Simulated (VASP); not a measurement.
# SiC (R3m) in VASP: further runs, part 2 of 2

VASP 6.6.1. Earlier steps stand in the parts before.

### 3 Single point, r2SCAN

This run uses another cell than the first one, of the same volume but with other edges.

POSCAR reads:

```
SiC
1.0
    1.1503366290      2.8758415725      2.8758415725
    2.8758415725      1.1503366290      2.8758415725
    2.8758415725      2.8758415725      1.1503366290
Si C
1 1
Direct
    0.0000000000      0.0000000000      0.0000000000
    0.7500000000      0.7500000000      0.7500000000
```

INCAR.step1 reads:

```
  PREC = Accurate
  ENCUT = 520
  ISMEAR = 0
  SIGMA = 0.05
  LREAL = F
  LASPH = T
  NELM = 60
  NBANDS = 11
  GGA = PE
  ALGO = Normal
  EDIFF = 1E-4
  LWAVE = T
  LCHARG = F
```

INCAR.step2 reads:

```
  PREC = Accurate
  ENCUT = 520
  EDIFF = 1E-6
  ISMEAR = 0
  SIGMA = 0.05
  LREAL = F
  LASPH = T
  NELM = 60
  ALGO = Normal
  ISIF = 2
  LWAVE = F
  LCHARG = T
  METAGGA = R2SCAN
  LMIXTAU = T
  LELF = T
  LVHAR = T
  NBANDS = 11
  ISTART = 1
```

KPOINTS reads:

```
Automatic mesh
0
Gamma
  12 12 12
```

Potentials or basis: VASP PAW PBE potentials, release 64 (Si, C).

Started as:

```sh
$ cat potpaw_PBE.64/Si/POTCAR potpaw_PBE.64/C/POTCAR > POTCAR
$ cp INCAR.step1 INCAR
$ mpirun -np 1 vasp_std > vasp.out
$ cp INCAR.step2 INCAR
$ mpirun -np 1 vasp_std > vasp.out
```

OUTCAR:

```text
PREC = Accurate
   ENCUT = 520
   EDIFF = 1E-6
   ISMEAR = 0
   LREAL = F
   LASPH = T
   NELM = 60
   ISIF = 2
   METAGGA = R2SCAN
   ISTART = 1

 ion  position               nearest neighbor table
   1  0.000  0.000  0.000-   2 1.73   2 1.73   2 1.73
   2  0.750  0.750  0.750-   1 1.73   1 1.73   1 1.73

  LATTYP: Found a trigonal (rhomboedric) cell.
 ALAT       =     4.2266066602
 COS(alpha) =     0.8333333333

  Lattice vectors:

 A1 = (   1.1503366290,   2.8758415725,   2.8758415725)
 A2 = (   2.8758415725,   1.1503366290,   2.8758415725)
 A3 = (   2.8758415725,   2.8758415725,   1.1503366290)

Analysis of symmetry for initial positions (statically):
=====================================================================
 Subroutine PRICEL returns:
 Original cell was already a primitive cell.

 Routine SETGRP: Setting up the symmetry group for a
 trigonal (rhombohedral) supercell.

 Subroutine GETGRP returns: Found  6 space group operations
 (whereof  6 operations were pure point group operations)
 out of a pool of 12 trial point group operations.

[... 165 lines left out ...]
 cond. band min:       8.4188601603   @ k =   0.4167   0.4167   0.0833
 fundamental gap:      0.0293042472
 Fermi energy:         8.3952728591

 k-point     1 :       0.0000    0.0000    0.0000
  band No.  band energies     occupation
      1     -10.9353      2.00000
      2       0.6311      2.00000
      3       4.1858      2.00000
      4      10.8761      0.00000
      5      10.8761      0.00000
      6      22.3138      0.00000
      7      23.1034      0.00000
      8      23.1034      0.00000
      9      25.0634      0.00000
     10      27.0495      0.00000
     11      27.0495      0.00000
[... 309 lines left out ...]
 k-point    24 :      -0.4167    0.1667   -0.0000
  band No.  band energies     occupation
      1      -4.5799      2.00000
      2      -1.1373      2.00000
      3       4.6567      2.00000
      4       6.2348      2.00000
      5       8.9856      0.00000
      6      11.5153      0.00000
      7      16.0587      0.00000
      8      19.0615      0.00000
      9      22.8818      0.00000
     10      26.9385      0.00000
     11      29.8178      0.00000

 [... further k-points ...]
[... 5 lines left out ...]
  --------------------------------------------------------------------------------------
  -------------------------------------------------------------------------------------
  Total        9.4216035      9.4216035      9.4216035     -4.2968665     -4.2968665     -4.2968665
  in kB      734.5591835    734.5591835    734.5591835   -335.0069582   -335.0069582   -335.0069582
  external PRESSURE =     734.5591835 kB  Pullay stress =       0.0000000 kB

 VOLUME and BASIS-vectors are now :
 -----------------------------------------------------------------------------
  energy-cutoff  :      520.00
  volume of cell :       20.55
      direct lattice vectors                 reciprocal lattice vectors
     1.150336629  2.875841573  2.875841573    -0.338065292  0.241475209  0.241475209
     2.875841573  1.150336629  2.875841573     0.241475209 -0.338065292  0.241475209
     2.875841573  2.875841573  1.150336629     0.241475209  0.241475209 -0.338065292

 POSITION                                       TOTAL-FORCE (eV/Angst)
 -----------------------------------------------------------------------------------
      0.00000      0.00000      0.00000        -2.200350     -2.200350     -2.200350
      5.17651      5.17651      5.17651         2.200350      2.200350      2.200350
 -----------------------------------------------------------------------------------
    total drift:                               -0.000182     -0.000182     -0.000182

  FREE ENERGIE OF THE ION-ELECTRON SYSTEM (eV)
  ---------------------------------------------------
  free  energy   TOTEN  =       -13.1412081928 eV

  energy  without entropy=      -13.1397358745  energy(sigma->0) =      -13.14047203
```

OSZICAR.step1:

```text
N       E                     dE             d eps       ncg     rms          rms(c)
DAV:   1     0.100844617979E+02    0.10084E+02   -0.40680E+03  4294   0.616E+02
DAV:   2    -0.110848834061E+02   -0.21169E+02   -0.19797E+02  5198   0.113E+02
DAV:   3    -0.117848398791E+02   -0.69996E+00   -0.69312E+00  5358   0.174E+01
DAV:   4    -0.117881775726E+02   -0.33377E-02   -0.33369E-02  5029   0.149E+00
DAV:   5    -0.117881980215E+02   -0.20449E-04   -0.20449E-04  5608   0.106E-01    0.110E+01
DAV:   6    -0.941003853259E+01    0.23782E+01   -0.15798E+01  4878   0.141E+01    0.475E+00
DAV:   7    -0.922665900116E+01    0.18338E+00   -0.12132E+00  4726   0.512E+00    0.294E+00
DAV:   8    -0.921574286766E+01    0.10916E-01   -0.10577E-01  5108   0.191E+00    0.905E-01
DAV:   9    -0.921409557476E+01    0.16473E-02   -0.12973E-02  4635   0.654E-01    0.320E-01
DAV:  10    -0.921413000294E+01   -0.34428E-04   -0.46576E-04  5101   0.159E-01
   1 F= -.92141300E+01 E0= -.92134372E+01  d E =-.138553E-02
```

It took 3.1 min on 1 thread of AMD EPYC 9R14 (Zen 4), shared host; peak memory 0.17 GiB.

What came out:

```yaml
Free_energy: -13.1412 eV
Pressure: 73.5 GPa
Largest_force: 3.811 eV/Å
Band_gap_on_the_k_mesh: zero (band 4 reaches 10.88 eV, above the bottom of band 5 at 7.24 eV)
```

Forces on the atoms (eV/Å):
```
Si  -2.200 -2.200 -2.200
C    2.200  2.200  2.200
```

Caveat: the PAW data sets were made with another functional, which shifts forces and pressure a little.

### 4 Single point, r2SCAN

This run uses another cell than the first one, of the same volume but with other edges.

POSCAR reads:

```
SiC
1.0
   -0.4711365843      1.9657767828      1.9657767828
    1.9657767828     -0.4711365843      1.9657767828
    1.9657767828      1.9657767828     -0.4711365843
Si C
1 1
Direct
    0.0000000000      0.0000000000      0.0000000000
    0.7500000000      0.7500000000      0.7500000000
```

INCAR.step1 reads:

```
SYSTEM = SiC
ALGO = Normal
EDIFF = 1E-4
ENCUT = 520
GGA = PE
ISMEAR = 0
LASPH = .TRUE.
LCHARG = .FALSE.
LREAL = .FALSE.
LWAVE = .TRUE.
NBANDS = 11
NELM = 60
PREC = Accurate
SIGMA = 0.05
```

INCAR.step2 reads:

```
SYSTEM = SiC
ALGO = Normal
EDIFF = 1E-6
ENCUT = 520
ISIF = 2
ISMEAR = 0
ISTART = 1
LASPH = .TRUE.
LCHARG = .TRUE.
LELF = .TRUE.
LMIXTAU = .TRUE.
LREAL = .FALSE.
LVHAR = .TRUE.
LWAVE = .FALSE.
METAGGA = R2SCAN
NBANDS = 11
NELM = 60
PREC = Accurate
SIGMA = 0.05
```

KPOINTS reads:

```
k-points
0
G
  12 12 12
  0 0 0
```

Potentials or basis: VASP PAW PBE potentials, release 64 (Si, C).

Started as:

```sh
$ cat potpaw_PBE.64/Si/POTCAR potpaw_PBE.64/C/POTCAR > POTCAR
$ cp INCAR.step1 INCAR
$ mpirun -np 1 vasp_std > vasp.out
$ cp INCAR.step2 INCAR
$ mpirun -np 1 vasp_std > vasp.out
```

OUTCAR:

```text
SYSTEM = SiC
   EDIFF = 1E-6
   ENCUT = 520
   ISIF = 2
   ISMEAR = 0
   ISTART = 1
   LASPH = .TRUE.
   LREAL = .FALSE.
   METAGGA = R2SCAN
   NELM = 60
   PREC = Accurate

 ion  position               nearest neighbor table
   1  0.000  0.000  0.000-   2 1.50   2 2.05   2 2.05   2 2.05
   2  0.750  0.750  0.750-   1 1.50   1 2.05   1 2.05   1 2.05

  LATTYP: Found a trigonal (rhomboedric) cell.
 ALAT       =     2.8196677820
 COS(alpha) =     0.2530624440

  Lattice vectors:

 A1 = (  -0.4711365843,   1.9657767828,   1.9657767828)
 A2 = (   1.9657767828,  -0.4711365843,   1.9657767828)
 A3 = (   1.9657767828,   1.9657767828,  -0.4711365843)

Analysis of symmetry for initial positions (statically):
=====================================================================
 Subroutine PRICEL returns:
 Original cell was already a primitive cell.

 Routine SETGRP: Setting up the symmetry group for a
 trigonal (rhombohedral) supercell.

 Subroutine GETGRP returns: Found  6 space group operations
 (whereof  6 operations were pure point group operations)
 out of a pool of 12 trial point group operations.

The static configuration has the point symmetry C_3v.

[... 164 lines left out ...]
 cond. band min:       8.6008253764   @ k =   0.5000   0.5000   0.0000
 fundamental gap:      0.4371845900
 Fermi energy:         8.3781821423

 k-point     1 :       0.0000    0.0000    0.0000
  band No.  band energies     occupation
      1      -8.3929      2.00000
      2       7.6109      2.00000
      3       7.6109      2.00000
      4       7.9104      2.00000
      5      11.7367      0.00000
      6      13.9311      0.00000
      7      13.9311      0.00000
      8      24.4199      0.00000
      9      24.8287      0.00000
     10      24.8287      0.00000
     11      26.7222      0.00000
[... 309 lines left out ...]
 k-point    24 :      -0.4167    0.1667   -0.0000
  band No.  band energies     occupation
      1      -5.2694      2.00000
      2      -0.3625      2.00000
      3       5.2288      2.00000
      4       7.9677      2.00000
      5      14.8504      0.00000
      6      15.1922      0.00000
      7      18.0603      0.00000
      8      20.3958      0.00000
      9      22.0694      0.00000
     10      24.9257      0.00000
     11      27.8581      0.00000

 [... further k-points ...]
[... 5 lines left out ...]
  --------------------------------------------------------------------------------------
  -------------------------------------------------------------------------------------
  Total        5.8171271      5.8171271      5.8171271     10.7952265     10.7952265     10.7952265
  in kB      453.5346994    453.5346994    453.5346994    841.6542605    841.6542605    841.6542605
  external PRESSURE =     453.5346994 kB  Pullay stress =       0.0000000 kB

 VOLUME and BASIS-vectors are now :
 -----------------------------------------------------------------------------
  energy-cutoff  :      520.00
  volume of cell :       20.55
      direct lattice vectors                 reciprocal lattice vectors
    -0.471136584  1.965776783  1.965776783    -0.177242609  0.233112562  0.233112562
     1.965776783 -0.471136584  1.965776783     0.233112562 -0.177242609  0.233112562
     1.965776783  1.965776783 -0.471136584     0.233112562  0.233112562 -0.177242609

 POSITION                                       TOTAL-FORCE (eV/Angst)
 -----------------------------------------------------------------------------------
      0.00000      0.00000      0.00000         7.181206      7.181206      7.181206
      2.59531      2.59531      2.59531        -7.181206     -7.181206     -7.181206
 -----------------------------------------------------------------------------------
    total drift:                               -0.000222     -0.000222     -0.000222

  FREE ENERGIE OF THE ION-ELECTRON SYSTEM (eV)
  ---------------------------------------------------
  free  energy   TOTEN  =       -15.8937694110 eV

  energy  without entropy=      -15.8937694110  energy(sigma->0) =      -15.89376941
```

Run time: 1.7 min. Hardware: 1 thread of AMD EPYC 9R14 (Zen 4), shared host; peak memory 0.14 GiB.

What came out:

* Free energy: -15.8938 eV
* Pressure: 45.4 GPa
* Largest force: 12.438 eV/Å
* Band gap on the k mesh: 0.44 eV, indirect (least direct gap 1.36 eV)

Forces on the atoms (eV/Å):
```
Si   7.181  7.181  7.181
C   -7.181 -7.181 -7.181
```

Caveat: the PAW data sets were made with another functional, which shifts forces and pressure a little.

### 5 The runs side by side

```tsv
cell	gap on the mesh (eV)	pressure (GPa)	largest force (eV/Å)
a = 2.739 Å, 2 atoms	none	186.9	62.26
a = 4.227 Å, angles 33.6°, 2 atoms	none	73.5	3.81
a = 2.820 Å, angles 75.3°, 2 atoms	0.44	45.4	12.44
```

Alike in all rows: task single point; level r2SCAN; potentials or basis VASP PAW PBE potentials, release 64 (Si, C); no spin polarisation; k mesh 12 × 12 × 12; cutoff (eV) 520; smearing gaussian 0.05 eV.

Caveats: the PAW data sets were made with another functional, which shifts forces and pressure a little.

Absolute energies hang on the potentials; compare differences alone.
